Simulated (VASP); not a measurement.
Write the native input for VASP 6.6.1 that does the following.

```
Task                   : single point
Functional             : LDA
Potentials or basis    : VASP PAW LDA potentials, release 64 (Nb_sv)
Cutoff                 : 520 eV
k mesh                 : 14 × 14 × 7
Occupations            : fermi-dirac, width 0.1 eV
Spin                   : no spin polarisation
Dipole correction      : no
Further INCAR settings : ALGO = Normal; EDIFF = 1e-06; NBANDS = 20
```

The structure of Nb lies in POSCAR:

```
Nb
1.0
    2.9197532950      0.0000000000      0.0000000000
   -1.4598766475      2.5285805262      0.0000000000
    0.0000000000      0.0000000000      5.3591952168
Nb
2
Direct
    0.3333333333      0.6666666667      0.2500000000
    0.6666666667      0.3333333333      0.7500000000
```

This isn't the form of Nb at room conditions, which is bcc.

One way to write it, as run:

INCAR

```
SYSTEM = Nb
  PREC = Accurate
  ENCUT = 520
  EDIFF = 1E-6
  ISMEAR = -1
  SIGMA = 0.1
  LREAL = .False.
  LASPH = .True.
  NELM = 60
  ALGO = Normal
  ISIF = 2
  LWAVE = .False.
  LCHARG = .True.
  LELF = .True.
  LVHAR = .True.
  NBANDS = 20
```

KPOINTS

```
Automatic mesh
0
Gamma
  14 14 7
  0 0 0
```

Potentials or basis: VASP PAW LDA potentials, release 64 (Nb_sv).

Command:

```sh
$ cat potpaw_LDA.64/Nb_sv/POTCAR > POTCAR
$ mpirun -np 1 vasp_std > vasp.out
```

Results of the run:

* Pressure: -16.8 GPa
* Band gap on the k mesh: zero (bands 13 and 14 overlap by 1.99 eV)

Caveat: the cell stands under tension.

It took 89 s on 1 thread of Intel Xeon 8259CL, with other jobs on the host, peak memory 0.18 GiB.
